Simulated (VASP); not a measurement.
KCl, 2 atoms in the cell. The structure is tetragonal, space group I4/mmm (No. 139). The conventional cell has a = 4.463 Å, b = 4.463 Å, c = 6.249 Å, α = 90.00°, β = 90.00°, γ = 90.00°. K (site symmetry 4/mmm) has 6 Cl at 3.12 to 3.16 Å within 4.1 Å. Cl (site symmetry 4/mmm) has 6 K at 3.12 to 3.16 Å within 4.1 Å.  This cell differs from its parent crystal: strain -0.0100 x Voigt [0, 1, 0, 0, 0, 0].

```yaml
Program: VASP 6.6.1
Task: single point
Functional: PBE
Potentials_or_basis: VASP PAW PBE potentials, release 64 (K_sv, Cl)
Cutoff: 520 eV
k_mesh: 6 × 6 × 6
Occupations: gaussian, width 0.05 eV
Spin: no spin polarisation
Dipole_correction: no
Further_INCAR_settings: ALGO = Normal; EDIFF = 1e-06; NBANDS = 15
```

Potentials or basis: VASP PAW PBE potentials, release 64 (K_sv, Cl).

Launch:

```bash
$ cat potpaw_PBE.64/K_sv/POTCAR potpaw_PBE.64/Cl/POTCAR > POTCAR
$ mpirun -np 1 vasp_std > vasp.out
```

Hardware: 1 thread of Intel(R) Xeon(R) Platinum 8259CL CPU @ 2.50GHz (Skylake/Cascade Lake), on a shared host.

Q: Estimate the wall time of this run.

A: Wall time 28 s on 1 thread of Intel(R) Xeon(R) Platinum 8259CL CPU @ 2.50GHz (Skylake/Cascade Lake), with other jobs on the host, peak memory 0.2 GiB. Counts: scf iterations 13, k points 30.
